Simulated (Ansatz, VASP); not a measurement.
# Si4Se3: VASP beside Ansatz

```
Si Se
1.0
     4.69190   -3.59101    0.50840
     4.69190    3.59101    0.50840
    -3.44187    0.00000    3.71326
Si Se
4 3
Cartesian
  0.6250 1.7955 2.1108
  0.6250 -1.7955 2.1108
  3.9789 0.0000 1.5548
  1.9630 0.0000 3.1752
  2.3459 -1.7955 0.2542
  2.3459 1.7955 0.2542
  0.0000 0.0000 0.0000
```

Alike in both runs: functional PBE; k mesh 4 × 4 × 3; occupations gaussian, width 0.2 eV; no spin polarisation.

Ansatz relaxed the structure, and its values are those at the end. VASP's run is a single point on that final structure, the one shown.

|  | VASP | Ansatz |
| --- | --- | --- |
| version | VASP 6.6.1 | Ansatz 0.2.0 |
| potentials or method | VASP PAW PBE potentials, release 64 (Si, Se), cutoff 500 eV | scalar-relativistic, plane waves, PAW |
| valence electrons in the cell | 34 | 64 |

```tsv
	VASP	Ansatz	Ansatz less VASP
gap on the k mesh at the Fermi level (eV)	none	none	-
pressure (GPa)	0.0	0.0	-0.02
```

A gap of «none» marks a metal or a gap that the smearing closes. With one functional, cell and mesh, what is left measures potentials, basis and numerics. VASP's potentials hold 34 valence electrons a cell and Ansatz's 64, so a difference there can come from the potentials and not from the codes.

The k mesh is coarse, so the values compare programs but aren't converged.
